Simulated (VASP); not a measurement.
A run of VASP 6.6.1 is set up as follows.

Contents of INCAR:

```
SYSTEM = Sn
ALGO = Normal ; EDIFF = 1E-6
ENCUT = 520 ; GGA = CA
ISIF = 2 ; ISMEAR = 0
LASPH = .TRUE. ; LCHARG = .FALSE.
LREAL = .FALSE. ; LWAVE = .FALSE.
NBANDS = 13 ; NELM = 60
PREC = Accurate ; SIGMA = 0.15
```

File KPOINTS:

```
k-points
0
G
  7 7 7
  0 0 0
```

POSCAR

```
Sn
1.0
   -1.9481200000      1.8638700000      1.8772500000
    1.9209800000     -1.9256000000      1.9118400000
    1.9644700000      1.9419500000     -1.9389800000
Sn
1
Direct
    0.0000000000      0.0000000000      0.0000000000
```

Potentials or basis: VASP PAW LDA potentials, release 64 (Sn_d).

The run is started by

```bash
$ cat potpaw_LDA.64/Sn_d/POTCAR > POTCAR
$ mpirun -np 1 vasp_std > vasp.out
```

**Question.** Predict the band gap on the k mesh.

**Answer.** Zero (band 7 reaches 14.71 eV, above the bottom of band 8 at 5.48 eV).

**Question.** What does it give for the pressure?

**Answer.** -4.3 GPa.

Stress tensor (GPa, compression positive):
```
-5.37  0.21 -0.06
 0.21 -3.95  0.58
-0.06  0.58 -3.72
```

Caveat: spin-orbit coupling is left out, which moves the levels of the heavy elements.
